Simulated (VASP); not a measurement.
Te: single point with PBEsol

Te:

```
Te
1.0
     3.33359    0.00000    0.00000
    -1.66680    2.88698    0.00000
     0.00000    0.00000    3.06876
Te
1
Cartesian
  0.0000 0.0000 0.0000
```

```json
{
  "Program": "VASP 6.6.1",
  "Task": "single point",
  "Functional": "PBEsol",
  "Potentials or basis": "VASP PAW PBE potentials, release 64 (Te)",
  "Cutoff": "520 eV",
  "k mesh": "21 × 21 × 18",
  "Occupations": "gaussian, width 0.1 eV",
  "Spin": "no spin polarisation"
}
```

```json
{"Pressure": "0.0 GPa", "Band gap on the k mesh": "zero (band 3 reaches 11.12 eV, above the bottom of band 4 at 4.30 eV)"}
```

Levels at points of the mesh, in eV from the Fermi level:
| k point | band 1 | band 2 | band 3 | band 4 | band 5 | band 6 |
| --- | --- | --- | --- | --- | --- | --- |
| (0.00, 0.00, 0.00) | -14.02 | 1.88 | 2.04 | 2.04 | 6.38 | 7.76 |
| (0.00, 0.00, 0.50) | -11.85 | -6.49 | 3.71 | 3.71 | 10.27 | 11.10 |

It took 35 s on 1 thread of Intel(R) Xeon(R) 6975P-C (Granite Rapids), with other jobs on the host, peak memory 0.25 GiB.

Caveat: the PAW data sets were made with another functional, which shifts forces and pressure a little; spin-orbit coupling is left out, which moves the levels of the heavy elements.
